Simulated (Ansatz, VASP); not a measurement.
**Si: VASP beside Ansatz**

```xyz
2
Lattice="0.0000 2.7150 2.7150 2.7150 0.0000 2.7150 2.7150 2.7150 0.0000" Properties=species:S:1:pos:R:3 pbc="T T T"
Si    2.7150    2.7150    2.7150
Si    4.0725    4.0725    4.0725
```

Alike in both runs: task single point; functional PBEsol; k mesh 14 × 14 × 14; occupations gaussian, width 0.05 eV; no spin polarisation.

|  | VASP | Ansatz |
| --- | --- | --- |
| version | VASP 6.6.1 | Ansatz 0.2.0 |
| potentials or method | VASP PAW PBE potentials, release 64 (Si), cutoff 520 eV | scalar-relativistic, plane waves, PAW |
| valence electrons in the cell | 8 | 8 |

Ansatz gave:

* gap on the k mesh at the Fermi level (eV): 0.46
* least direct gap on the mesh (eV): 2.52
* pressure (GPa): 0.2

Problem. Which values does VASP return?

Solution. gap on the k mesh at the Fermi level (eV): 0.46; least direct gap on the mesh (eV): 2.52; pressure (GPa): 0.3.

VASP's potentials were made for PBE, not for PBEsol.
